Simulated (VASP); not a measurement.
A run of VASP 6.6.1 is set up as follows.

Contents of INCAR:

```
SYSTEM = SiC
  PREC = Accurate
  ENCUT = 600
  EDIFF = 1E-6
  ISMEAR = 0
  SIGMA = 0.02
  LREAL = .FALSE.
  LASPH = .TRUE.
  NELM = 80
  ALGO = Normal
  ISIF = 3
  LWAVE = .FALSE.
  LCHARG = .FALSE.
  GGA = PE
  IVDW = 12
  IBRION = 2
  NSW = 70
  EDIFFG = -0.005
```

File KPOINTS:

```
regular mesh
0
G
  12 12 2
  0 0 0
```

Contents of POSCAR:

```
SiC
1.0
    3.0949980732      0.0000000000      0.0000000000
   -1.5474990366      2.6803469561      0.0000000000
    0.0000000000      0.0000000000     15.1864399598
Si C
6 6
Direct
    0.0000000000      0.0000000000      0.1250399221
    0.0000000000      0.0000000000      0.6250399221
    0.3333333333      0.6666666667      0.2918177992
    0.6666666667      0.3333333333      0.7918177992
    0.3333333333      0.6666666667      0.9583095063
    0.6666666667      0.3333333333      0.4583095063
    0.0000000000      0.0000000000     -0.0003123164
    0.0000000000      0.0000000000      0.4996876836
    0.3333333333      0.6666666667      0.1668296831
    0.6666666667      0.3333333333      0.6668296831
    0.3333333333      0.6666666667      0.8333154056
    0.6666666667      0.3333333333      0.3333154056
```

Potentials or basis: VASP PAW PBE potentials, release 64 (Si, C).

Command:

```bash
$ cat potpaw_PBE.64/Si/POTCAR potpaw_PBE.64/C/POTCAR > POTCAR
$ mpirun -np 1 vasp_std > vasp.out
```

(1) What does it give for the relaxed cell?

(2) Estimate the space group after relaxing (to 0.05 Å).

(3) What does it give for the band gap on the k mesh?

(4) Predict the relaxed volume.

Results:

(1) a = 3.072 Å, b = 3.072 Å, c = 15.074 Å, α = 90.00°, β = 90.00°, γ = 120.00°.

(2) P6_3mc (No. 186).

(3) 2.02 eV, indirect (least direct gap 3.12 eV).

(4) 10.27 Å³/atom.
